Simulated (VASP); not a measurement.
# K (Im-3m) in VASP: a series of runs

K is run at these levels: PBE; tasks: single point.

Everything below comes from runs of VASP 6.6.1. Logs are shortened: lines on timing, memory, paths and dates and some standing lists are left out, and cuts for length are marked.

### Step 1. The cell of the first run

Symmetry: Im-3m, No. 229, cubic system. Conventional cell: a = 5.285 Å, b = 5.285 Å, c = 5.285 Å, α = 90.00°, β = 90.00°, γ = 90.00°.

### Step 2. Single point, PBE

Input file INCAR:

```
PREC     = Accurate       # precision mode
ENCUT    = 500            # plane-wave cutoff, eV
EDIFF    = 1E-6           # SCF threshold, eV
ISMEAR   = -1             # smearing method
SIGMA    = 0.1            # smearing width, eV
LREAL    = F              # projectors in reciprocal space
LASPH    = T              # aspherical terms in the spheres
NELM     = 120            # most SCF steps
ALGO     = Normal         # electronic algorithm
ISIF     = 2              # what is computed and relaxed
LWAVE    = F              # write WAVECAR
LCHARG   = F              # write CHGCAR
GGA      = PE             # functional
NBANDS   = 16             # bands
GGA_COMPAT= F
```

Input file KPOINTS:

```
Automatic mesh
0
Gamma
  2 2 2
```

Input file POSCAR:

```
K
1.0
    5.2849246600      0.0000000000      0.0000000000
    0.0000000000      5.2849246600      0.0000000000
    0.0000000000      0.0000000000      5.2849246600
K
2
Direct
    0.0000000000      0.0000000000      0.0000000000
    0.5000000000      0.5000000000      0.5000000000
```

Potentials or basis: VASP PAW PBE potentials, release 64 (K_sv).

The run is started by

```console
> cat potpaw_PBE.64/K_sv/POTCAR > POTCAR
> mpirun -np 1 vasp_std > vasp.out
```

OUTCAR:

```text
PREC = Accurate
   ENCUT = 500
   EDIFF = 1E-6
   ISMEAR = -1
   LREAL = F
   LASPH = T
   NELM = 120
   ISIF = 2
   GGA = PE

 ion  position               nearest neighbor table
   1  0.000  0.000  0.000-
   2  0.500  0.500  0.500-

  LATTYP: Found a simple cubic cell.
 ALAT       =     5.2849246600

  Lattice vectors:

 A1 = (   5.2849246600,   0.0000000000,   0.0000000000)
 A2 = (   0.0000000000,   5.2849246600,   0.0000000000)
 A3 = (   0.0000000000,   0.0000000000,   5.2849246600)

Analysis of symmetry for initial positions (statically):
=====================================================================
 Subroutine PRICEL returns following result:

  LATTYP: Found a body centered cubic cell.
 ALAT       =     5.2849246600

  Lattice vectors:

 A1 = (   2.6424623300,   2.6424623300,  -2.6424623300)
 A2 = (  -2.6424623300,   2.6424623300,   2.6424623300)
 A3 = (   2.6424623300,  -2.6424623300,   2.6424623300)

   2 primitive cells build up your supercell.

 Routine SETGRP: Setting up the symmetry group for a
 simple cubic supercell.

 Subroutine GETGRP returns: Found 48 space group operations
 (whereof 48 operations were pure point group operations)
 out of a pool of 48 trial point group operations.

The static configuration has the point symmetry O_h .

Analysis of symmetry for dynamics (positions and initial velocities):
=====================================================================
 Subroutine PRICEL returns following result:

  LATTYP: Found a body centered cubic cell.
 ALAT       =     5.2849246600

  Lattice vectors:

 A1 = (   2.6424623300,   2.6424623300,  -2.6424623300)
 A2 = (  -2.6424623300,   2.6424623300,   2.6424623300)
 A3 = (   2.6424623300,  -2.6424623300,   2.6424623300)

   2 primitive cells build up your supercell.

 Routine SETGRP: Setting up the symmetry group for a
 simple cubic supercell.

 Subroutine GETGRP returns: Found 48 space group operations
 (whereof 48 operations were pure point group operations)
 out of a pool of 48 trial point group operations.

The dynamic configuration has the point symmetry O_h .

 Subroutine INISYM returns: Found 48 space group operations
[... 65 lines left out ...]
   PREC   = accura    normal or accurate (medium, high low for compatibility)
   ISTART =      0    job   : 0-new  1-cont  2-samecut
   ICHARG =      2    charge: 1-file 2-atom 10-const
   ISPIN  =      1    spin polarized calculation?
   LNONCOLLINEAR =      F non collinear calculations
   LSORBIT =      F    spin-orbit coupling
   LASPH  =      T    aspherical Exc in radial PAW
   ENCUT  =  500.0 eV  36.75 Ry    6.06 a.u.   9.64  9.64  9.64*2*pi/ulx,y,z
   NELM   =    120;   NELMIN=  2; NELMDL= -5     # of ELM steps
   EDIFF  = 0.1E-05   stopping-criterion for ELM
   LREAL  =      F    real-space projection
   EDIFFG = 0.1E-04   stopping-criterion for IOM
   NSW    =      0    number of steps for IOM
   IBRION =     -1    ionic relax: 0-MD 1-quasi-New 2-CG
   NFREE  =      0    steps in history (QN), initial steepest desc. (CG)
   ISIF   =      2    stress and relaxation
   ISYM   =      2    0-nonsym 1-usesym 2-fastsym
   POTIM  = 0.5000    time-step for ionic-motion
   TEBEG  =    0.0;   TEEND  =   0.0 temperature during run
   PSTRESS=    0.0 pullay stress
   NELECT =      18.0000    total number of electrons
   NUPDOWN=      -1.0000    fix difference up-down
   EMIN   =  10.00;   EMAX   =-10.00  energy-range for DOS
   EFERMI =   0.00;   METHOD = LEGACY
   ISMEAR =    -1;   SIGMA  =   0.10  broadening in eV -4-tet -1-fermi 0-gaus
   EFERMI_NEDOS =   21; number of points for ismear=-14 and -15
   IALGO  =     38    algorithm
   IMIX   =      4    mixing-type and parameters
     AMIX     =   0.40;   BMIX     =  1.00
     AMIX_MAG =   1.60;   BMIX_MAG =  1.00
  volume/ion in A,a.u.               =      73.81       498.06
  Fermi-wavevector in a.u.,A,eV,Ry     =   0.811821  1.534119  8.966962  0.659053
  Thomas-Fermi vector in A             =   1.921251
   LORBIT       =      0    0 simple, 1 ext, 2 COOP (PROOUT), +10 PAW based schemes
   GGA     = PE    functional components
   LHFCALC =     F    Hartree Fock is set to
   AEXX    =    0.0000 exact exchange contribution
   IVDW    =     0    specifies the selected vdW correction
   LEPSILON=     F    determine dielectric tensor
   LRPA    =     F    only Hartree local field effects (RPA)
 non-spin polarized calculation
  energy-cutoff  :      500.00
  volume of cell :      147.61
 maximum number of plane-waves:      3840
 NGX is ok and might be reduce to    40
   NGX = 19   NGY = 19   NGZ = 19

 number of electron      17.9999994 magnetization

 Free energy of the ion-electron system (eV)
  ---------------------------------------------------
  ext. energy  EPLUGINS =         0.00000000
  ---------------------------------------------------
  free energy    TOTEN  =        -2.00197164 eV

  energy without entropy =       -1.92601527  energy(sigma->0) =       -1.96399345

 E-fermi :   0.1505     XC(G=0):  -5.6386

 val. band max:       -0.8159078252   @ k =   0.5000   0.0000   0.0000
 cond. band min:       0.3232311164   @ k =   0.5000   0.5000   0.0000
 fundamental gap:      1.1391389416
 Fermi energy:         0.1504627297

 k-point     1 :       0.0000    0.0000    0.0000
  band No.  band energies     occupation
      1     -32.2490      2.00000
      2     -32.2417      2.00000
      3     -15.7476      2.00000
      4     -15.7476      2.00000
      5     -15.7476      2.00000
      6     -15.6993      2.00000
[... 53 lines left out ...]
      3     -15.7319      2.00000
      4     -15.7319      2.00000
      5     -15.7319      2.00000
      6     -15.7319      2.00000
[... 8 lines left out ...]
     15       2.9239      0.00000
     16       2.9239      0.00000

------------------------ aborting loop because EDIFF is reached ----------------------------------------

  FORCE on cell =-STRESS in cart. coord.  units (eV):
  Direction    XX          YY          ZZ          XY          YZ          ZX
  --------------------------------------------------------------------------------------
  -------------------------------------------------------------------------------------
  Total        0.0205997      0.0205997      0.0205997      0.0000000      0.0000000     -0.0000000
  in kB        0.2235916      0.2235916      0.2235916      0.0000000      0.0000000     -0.0000000
  external PRESSURE =       0.2235916 kB  Pullay stress =       0.0000000 kB

 VOLUME and BASIS-vectors are now :
 -----------------------------------------------------------------------------
  energy-cutoff  :      500.00
  volume of cell :      147.61
      direct lattice vectors                 reciprocal lattice vectors
     5.284924660  0.000000000  0.000000000     0.189217456  0.000000000  0.000000000
     0.000000000  5.284924660  0.000000000     0.000000000  0.189217456  0.000000000
     0.000000000  0.000000000  5.284924660     0.000000000  0.000000000  0.189217456

 POSITION                                       TOTAL-FORCE (eV/Angst)
 -----------------------------------------------------------------------------------
      0.00000      0.00000      0.00000         0.000000      0.000000      0.000000
      2.64246      2.64246      2.64246        -0.000000     -0.000000     -0.000000
 -----------------------------------------------------------------------------------
    total drift:                               -0.000000      0.000000     -0.000000

  FREE ENERGIE OF THE ION-ELECTRON SYSTEM (eV)
  ---------------------------------------------------
  free  energy   TOTEN  =        -2.0019716370 eV

  energy  without entropy=       -1.9260152721  energy(sigma->0) =       -1.96399345
```

OSZICAR:

```text
N       E                     dE             d eps       ncg     rms          rms(c)
DAV:   1     0.103921951032E+03    0.10392E+03   -0.72375E+03   128   0.879E+02
DAV:   2     0.497032705232E+01   -0.98952E+02   -0.96814E+02   152   0.248E+02
DAV:   3    -0.172280966832E+01   -0.66931E+01   -0.66782E+01   232   0.467E+01
DAV:   4    -0.199633047221E+01   -0.27352E+00   -0.27341E+00   200   0.718E+00
DAV:   5    -0.200078203380E+01   -0.44516E-02   -0.44515E-02   192   0.689E-01    0.251E+00
DAV:   6    -0.200106394336E+01   -0.28191E-03   -0.20843E-03   184   0.304E-01    0.156E+00
DAV:   7    -0.200179701381E+01   -0.73307E-03   -0.45028E-03   168   0.398E-01    0.737E-02
DAV:   8    -0.200195102644E+01   -0.15401E-03   -0.70705E-04   184   0.198E-01    0.286E-02
DAV:   9    -0.200197000223E+01   -0.18976E-04   -0.13687E-05   168   0.262E-02    0.140E-02
DAV:  10    -0.200197143109E+01   -0.14289E-05   -0.74299E-06   152   0.184E-02    0.171E-03
DAV:  11    -0.200197163698E+01   -0.20588E-06   -0.16086E-07    96   0.300E-03
   1 F= -.20019716E+01 E0= -.19639935E+01  d E =-.759564E-01
```

stdout:

```text
POSCAR found type information on POSCAR K
 POSCAR found :  1 types and       2 ions
 scaLAPACK will be used
 LDA part: xc-table for (Slater+PW92), standard interpolation
 POSCAR, INCAR and KPOINTS ok, starting setup
 FFT: planning ... GRIDC
 FFT: planning ... GRID_SOFT
 FFT: planning ... GRID
 WAVECAR not read
 entering main loop
```

Wall time 25 s (1 thread of Intel Xeon 8259CL, shared host); peak memory 0.22 GiB.

What came out:

* Free energy: -2.0020 eV
* Pressure: 0.0 GPa
* Band gap on the k mesh: zero (bands 9 and 10 overlap by 2.16 eV)

Caveat: the k points lie up to 0.59 Å⁻¹ apart, too coarse for converged energies and pressures of a metal.

### Step 3. Single point, PBE

Input file INCAR:

```
SYSTEM = K
PREC     = Accurate       ! precision mode
ENCUT    = 500            ! plane-wave cutoff, eV
EDIFF    = 1E-6           ! SCF threshold, eV
ISMEAR   = -1             ! smearing method
SIGMA    = 0.1            ! smearing width, eV
LREAL    = .False.        ! projectors in reciprocal space
LASPH    = .True.         ! aspherical terms in the spheres
NELM     = 120            ! most SCF steps
ALGO     = Normal         ! electronic algorithm
ISIF     = 2              ! what is computed and relaxed
LWAVE    = .False.        ! write WAVECAR
LCHARG   = .True.         ! write CHGCAR
GGA      = PE             ! functional
LELF     = .True.         ! ELF
LVHAR    = .True.       
NBANDS   = 16             ! bands
GGA_COMPAT= .False.
```

Input file KPOINTS:

```
Automatic mesh
0
Gamma
  2 2 2
  0 0 0
```

POSCAR is that of step 2.

Potentials or basis: VASP PAW PBE potentials, release 64 (K_sv).

The run is started by

```console
> cat potpaw_PBE.64/K_sv/POTCAR > POTCAR
> mpirun -np 1 vasp_std > vasp.out
```

Run time: 25 s. Hardware: 1 thread of Intel Xeon 8259CL, shared host; peak memory 0.22 GiB.

It converged, with:

- Free energy: -2.0020 eV
- Pressure: 0.0 GPa
- Band gap on the k mesh: zero (bands 9 and 10 overlap by 2.16 eV)

Levels at points of the mesh, in eV from the Fermi level:
| k point | band 4 | band 5 | band 6 | band 7 | band 8 | band 9 | band 10 | band 11 | band 12 | band 13 |
| --- | --- | --- | --- | --- | --- | --- | --- | --- | --- | --- |
| (0.00, 0.00, 0.00) | -15.90 | -15.90 | -15.85 | -15.85 | -15.85 | -2.43 | 1.40 | 1.40 | 3.20 | 3.20 |
| (0.50, 0.00, 0.00) | -15.88 | -15.87 | -15.87 | -15.87 | -15.87 | -0.97 | -0.97 | 2.59 | 2.59 | 3.24 |
| (0.50, 0.50, 0.00) | -15.92 | -15.87 | -15.87 | -15.85 | -15.85 | 0.17 | 0.17 | 0.41 | 0.41 | 2.89 |
| (0.50, 0.50, 0.50) | -15.88 | -15.88 | -15.88 | -15.88 | -15.88 | 1.20 | 1.20 | 1.20 | 1.20 | 1.20 |

Caveat: the k points lie up to 0.59 Å⁻¹ apart, too coarse for converged energies and pressures of a metal.
